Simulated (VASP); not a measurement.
# F (Cmce) in VASP: further runs, part 2 of 2

VASP 6.6.1.

## (4) Single point, PBEsol (strain +0.0300 x Voigt [1, -1, 0, 0, 0, 0])

INCAR

```
SYSTEM = F
ALGO = Normal
EDIFF = 1E-6
ENCUT = 520
GGA = PS
ISIF = 2
ISMEAR = 0
LASPH = .TRUE.
LCHARG = .FALSE.
LREAL = .FALSE.
LWAVE = .FALSE.
NBANDS = 22
NELM = 80
PREC = Accurate
SIGMA = 0.05
```

KPOINTS

```
k-points
0
G
  6 6 4
  0 0 0
```

POSCAR

```
F
1.0
    3.6463215400     -2.0291439700      0.0000000000
    3.6463215400      2.0291439700      0.0000000000
    0.0000000000      0.0000000000      6.3757260000
F
4
Direct
    0.9125420000      0.0874580000      0.0960130000
    0.5874580000      0.4125420000      0.5960130000
    0.4125420000      0.5874580000      0.4039870000
    0.0874580000      0.9125420000      0.9039870000
```

Potentials or basis: VASP PAW PBE potentials, release 64 (F).

Started as:

```console
$ cat potpaw_PBE.64/F/POTCAR > POTCAR
$ mpirun -np 1 vasp_std > vasp.out
```

OUTCAR:

```text
SYSTEM = F
   EDIFF = 1E-6
   ENCUT = 520
   GGA = PS
   ISIF = 2
   ISMEAR = 0
   LASPH = .TRUE.
   LREAL = .FALSE.
   NELM = 80
   PREC = Accurate

 ion  position               nearest neighbor table
   1  0.913  0.087  0.096-   4 1.42
   2  0.587  0.413  0.596-   3 1.42
   3  0.413  0.587  0.404-   2 1.42
   4  0.087  0.913  0.904-   1 1.42

  LATTYP: Found a base centered orthorhombic cell.
 ALAT       =     4.0582879400
 B/A-ratio  =     1.7969752733
 C/A-ratio  =     1.5710383527

  Lattice vectors:

 A1 = (  -3.6463215400,  -2.0291439700,   0.0000000000)
 A2 = (   3.6463215400,  -2.0291439700,   0.0000000000)
 A3 = (   0.0000000000,   0.0000000000,   6.3757260000)

Analysis of symmetry for initial positions (statically):
=====================================================================
 Subroutine PRICEL returns:
 Original cell was already a primitive cell.

[... 170 lines left out ...]
  ---------------------------------------------------
  free energy    TOTEN  =        -7.79432221 eV

  energy without entropy =       -7.79432221  energy(sigma->0) =       -7.79432221

 E-fermi :  -6.3169     XC(G=0):  -5.9112

 val. band max:       -6.5631877248   @ k =   0.5000   0.5000   0.0000
 cond. band min:      -3.4310732691   @ k =   0.0000   0.0000   0.0000
 fundamental gap:      3.1321144557
 Fermi energy:        -6.3168879029

 k-point     1 :       0.0000    0.0000    0.0000
  band No.  band energies     occupation
      1     -31.2998      2.00000
      2     -31.2114      2.00000
      3     -24.9765      2.00000
      4     -24.7657      2.00000
      5     -12.9269      2.00000
      6     -12.5612      2.00000
[... 589 lines left out ...]
     21       8.9170      0.00000
     22       9.1404      0.00000

 [... further k-points ...]

------------------------ aborting loop because EDIFF is reached ----------------------------------------

  FORCE on cell =-STRESS in cart. coord.  units (eV):
  Direction    XX          YY          ZZ          XY          YZ          ZX
  --------------------------------------------------------------------------------------
  -------------------------------------------------------------------------------------
  Total       -0.2750537     -0.3792464     -0.3622817      0.0000000      0.0000000      0.0000000
  in kB       -4.6709001     -6.4402774     -6.1521873      0.0000000      0.0000000      0.0000000
  external PRESSURE =      -5.7544549 kB  Pullay stress =       0.0000000 kB

 VOLUME and BASIS-vectors are now :
 -----------------------------------------------------------------------------
  energy-cutoff  :      520.00
  volume of cell :       94.35
      direct lattice vectors                 reciprocal lattice vectors
     3.646321540 -2.029143970  0.000000000     0.137124495 -0.246409327  0.000000000
     3.646321540  2.029143970  0.000000000     0.137124495  0.246409327  0.000000000
     0.000000000  0.000000000  6.375726000     0.000000000  0.000000000  0.156844883

 POSITION                                       TOTAL-FORCE (eV/Angst)
 -----------------------------------------------------------------------------------
      3.64632     -1.67421      0.61215         0.000000     -0.036832     -0.069680
      3.64632     -0.35493      3.80002         0.000000      0.036832     -0.069680
      3.64632      0.35493      2.57571         0.000000     -0.036832      0.069680
      3.64632      1.67421      5.76357         0.000000      0.036832      0.069680
 -----------------------------------------------------------------------------------
    total drift:                                0.000000      0.000000     -0.000000

  FREE ENERGIE OF THE ION-ELECTRON SYSTEM (eV)
  ---------------------------------------------------
  free  energy   TOTEN  =        -7.7943222121 eV

  energy  without entropy=       -7.7943222121  energy(sigma->0) =       -7.79432221
```

stdout:

```text
POSCAR found type information on POSCAR F
 POSCAR found :  1 types and       4 ions
 scaLAPACK will be used
 -----------------------------------------------------------------------------
|                                                                             |
|                                                                             |
|     You enforced a specific xc type in the INCAR file but a different       |
|     I HOPE YOU KNOW WHAT YOU ARE DOING!                                     |
|                                                                             |
 -----------------------------------------------------------------------------

 LDA part: xc-table for (Slater+PW92), standard interpolation
 POSCAR, INCAR and KPOINTS ok, starting setup
 FFT: planning ... GRIDC
 FFT: planning ... GRID_SOFT
 FFT: planning ... GRID
 WAVECAR not read
 entering main loop
```

It took 22 s on 1 thread of Intel Xeon 6975P-C (Granite Rapids), shared host; peak memory 0.22 GiB.

What came out:

| Quantity | Value |
| --- | --- |
| Free energy | -7.7943 eV |
| Pressure | -0.6 GPa |
| Largest force | 0.079 eV/Å |
| Band gap on the k mesh | 3.13 eV |

Forces on the atoms (eV/Å):
```
F    0.000 -0.037 -0.070
F    0.000  0.037 -0.070
F    0.000 -0.037  0.070
F    0.000  0.037  0.070
```

Levels at points of the mesh, in eV from the valence-band top:
```
           k point  band 12  band 13  band 14  band 15  band 16  band 17
(0.00, 0.00, 0.00)    -0.18    -0.05     0.00     3.13     3.53     8.39
(0.50, 0.00, 0.00)    -0.16    -0.13    -0.13     3.35     3.35    11.43
(0.50, 0.50, 0.00)    -0.29    -0.02     0.00     3.19     3.51    10.77
(0.00, 0.00, 0.50)    -0.21    -0.11    -0.11     3.29     3.29     9.39
(0.50, 0.00, 0.50)    -0.15    -0.10    -0.10     3.35     3.35    12.19
(0.50, 0.50, 0.50)    -0.21    -0.15    -0.15     3.33     3.33    11.53
```

Caveat: the cell differs from its parent crystal (strain +0.0300 x Voigt [1, -1, 0, 0, 0, 0]); the PAW data sets were made with another functional, which shifts forces and pressure a little. A k mesh can miss the band edges.

## (5) Single point, PBEsol (strain -0.0150 x Voigt [1, -1, 0, 0, 0, 0])

INCAR

```
PREC = Accurate ; ENCUT = 520
EDIFF = 1E-6 ; ISMEAR = 0
SIGMA = 0.05 ; LREAL = F
LASPH = T ; NELM = 100
ALGO = Normal ; ISIF = 2
LWAVE = F ; LCHARG = F
GGA = PS ; NBANDS = 22
```

KPOINTS

```
regular mesh
0
Gamma
  6 6 4
```

Edit POSCAR of step 4 so:

```diff
@@ -2,4 +2,4 @@
 1.0
-    3.6463215400     -2.0291439700      0.0000000000
-    3.6463215400      2.0291439700      0.0000000000
+    3.4870162300     -2.1232795150      0.0000000000
+    3.4870162300      2.1232795150      0.0000000000
     0.0000000000      0.0000000000      6.3757260000
```

Started as:

```console
$ cat potpaw_PBE.64/F/POTCAR > POTCAR
$ mpirun -np 1 vasp_std > vasp.out
```

Wall time 26 s (1 thread of Intel Xeon 6975P-C (Granite Rapids), shared host); peak memory 0.21 GiB.

It converged, with:

```
Free energy            : -7.7782 eV
Pressure               : -1.6 GPa
Largest force          : 0.668 eV/Å
Band gap on the k mesh : 2.96 eV (least direct gap 2.97 eV)
```

Forces on the atoms (eV/Å):
```
F    0.000 -0.346 -0.571
F    0.000  0.346 -0.571
F    0.000 -0.346  0.571
F    0.000  0.346  0.571
```

Stress tensor (GPa, compression positive):
```
-0.48  0.00  0.00
 0.00 -1.47  0.00
 0.00  0.00 -2.77
```

Levels at points of the mesh, in eV from the valence-band top:
```
           k point  band 12  band 13  band 14  band 15  band 16  band 17
(0.00, 0.00, 0.00)    -0.15    -0.07     0.00     2.96     3.29     8.46
(0.50, 0.00, 0.00)    -0.16    -0.13    -0.13     3.14     3.14    11.40
(0.50, 0.50, 0.00)    -0.28    -0.02     0.00     3.03     3.27    11.14
(0.00, 0.00, 0.50)    -0.19    -0.11    -0.11     3.09     3.09     9.46
(0.50, 0.00, 0.50)    -0.15    -0.10    -0.10     3.14     3.14    12.15
(0.50, 0.50, 0.50)    -0.20    -0.15    -0.15     3.13     3.13    11.88
```

Caveat: the cell differs from its parent crystal (strain -0.0150 x Voigt [1, -1, 0, 0, 0, 0]); this functional lacks dispersion, which holds the molecules together, so the pressure and a relaxed volume are unreliable; the PAW data sets were made with another functional, which shifts forces and pressure a little. A k mesh can miss the band edges.

## (6) Summary

```csv
cell,gap on the mesh (eV),pressure (GPa),largest force (eV/Å)
"a = 4.054, b = 4.054, c = 6.376 Å, angles 90.0, 90.0, 64.2°, 4 atoms",2.91,-1.9,0.85
"a = 4.142, b = 4.142, c = 6.376 Å, angles 90.0, 90.0, 59.7°, 4 atoms",3.08,-0.9,0.28
"a = 4.173, b = 4.173, c = 6.376 Å, angles 90.0, 90.0, 58.2°, 4 atoms",3.13,-0.6,0.08
"a = 4.083, b = 4.083, c = 6.376 Å, angles 90.0, 90.0, 62.7°, 4 atoms",2.96,-1.6,0.67
```

Alike in all rows: task single point; level PBEsol; potentials or basis VASP PAW PBE potentials, release 64 (F); no spin polarisation; k mesh 6 × 6 × 4; cutoff (eV) 520; smearing gaussian 0.05 eV.

Caveats: the PAW data sets were made with another functional, which shifts forces and pressure a little; this functional lacks dispersion, which holds the molecules together, so the pressure and a relaxed volume are unreliable (at least some runs).

Total energies depend on the potentials used, so only differences within one code and one set of settings carry meaning.
